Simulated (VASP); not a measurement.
Write the native input for VASP 6.6.1 that does the following.

| Quantity | Value |
| --- | --- |
| Task | electric field gradients |
| Functional | LDA |
| Potentials or basis | VASP PAW LDA potentials, release 64 (Ca_sv) |
| Cutoff | 400 eV |
| k mesh | 11 × 11 × 11 |
| Occupations | fermi-dirac, width 0.08 eV |
| Spin | no spin polarisation |
| Dipole correction | no |
| Further INCAR settings | ALGO = Normal; EDIFF = 1e-08; NBANDS = 11 |

The structure of Ca lies in POSCAR:

```
Ca
1.0
    0.0000000000      2.7942000000      2.7942000000
    2.7942000000      0.0000000000      2.7942000000
    2.7942000000      2.7942000000      0.0000000000
Ca
1
Direct
    0.0000000000      0.0000000000      0.0000000000
```

The input as run:

INCAR

```
ALGO = Normal
EDIFF = 1E-8
ENCUT = 400
GGA = CA
GGA_COMPAT = False
ISIF = 2
ISMEAR = -1
LASPH = True
LCHARG = False
LEFG = True
LREAL = False
LWAVE = False
NBANDS = 11
NELM = 120
PREC = Accurate
SIGMA = 0.08
```

KPOINTS

```
k-points
0
Gamma
  11 11 11
```

Potentials or basis: VASP PAW LDA potentials, release 64 (Ca_sv).

Run with:

```sh
$ cat potpaw_LDA.64/Ca_sv/POTCAR > POTCAR
$ mpirun -np 1 vasp_std > vasp.out
```

Results of the run:

| Item | Value |
| --- | --- |
| Pressure | -2.1 GPa |
| Band gap on the k mesh | zero (bands 5 and 6 overlap by 0.24 eV) |
| Largest electric field gradient by atom | under 0.05 V/Å² on every atom |

It took 8.4 s on 1 thread of Intel(R) Xeon(R) 6975P-C (Granite Rapids), with other jobs on the host, peak memory 0.14 GiB.
